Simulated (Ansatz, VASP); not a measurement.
**One calculation of HPbNO4, two programs**

```
H Pb N O
1.0
     3.85404    0.14384    0.09012
    -0.25320    5.52698    0.16471
    -0.48197   -1.92720    5.72025
H Pb N O
1 1 1 4
Direct
  0.10913 0.65718 0.54463
  0.61029 0.52127 0.15100
  0.91580 0.96263 0.95867
  0.01384 0.13639 0.88084
  0.72398 0.01057 0.12858
  0.00389 0.73732 0.87043
  0.11927 0.59324 0.37651
```

Alike in both runs: task single point; functional r2SCAN0; k mesh 3 × 2 × 2; occupations fermi-dirac, width 0.05 eV; no spin polarisation.

```csv
,VASP,Ansatz
version,VASP 6.6.1,Ansatz 0.2.0
potentials or method,"VASP PAW PBE potentials, release 64 (H, Pb_d, N, O)",Ansatz PAW
plane-wave cutoff (eV),520,500
valence electrons in the cell,44,44
```

|  | VASP | Ansatz | Ansatz less VASP |
| --- | --- | --- | --- |
| gap on the k mesh at the Fermi level (eV) | 5.50 | 5.51 | +0.008 |
| least direct gap on the mesh (eV) | 5.65 | 5.66 | +0.011 |
| pressure (GPa) | -4.1 | -4.9 | -0.75 |
| traceless stress, the component that is largest in VASP (GPa) | 1.53 | 2.21 | +0.683 |
| rms of the force components (eV/Å) | 0.531 | 0.756 | +0.2252 |

VASP's potentials were made for PBE, not for r2SCAN0. Atom by atom the forces differ by 0.228 eV/Å (rms over components).

The k mesh is coarse, so the values compare programs but aren't converged. Neither program's run includes spin-orbit coupling. Noted on VASP's run: the standard files for N, O and F lose accuracy on very short bonds. Noted on Ansatz's run: odd divisions of the mesh miss points on the zone boundary, where band edges often lie, so the gap on the mesh can be too wide.
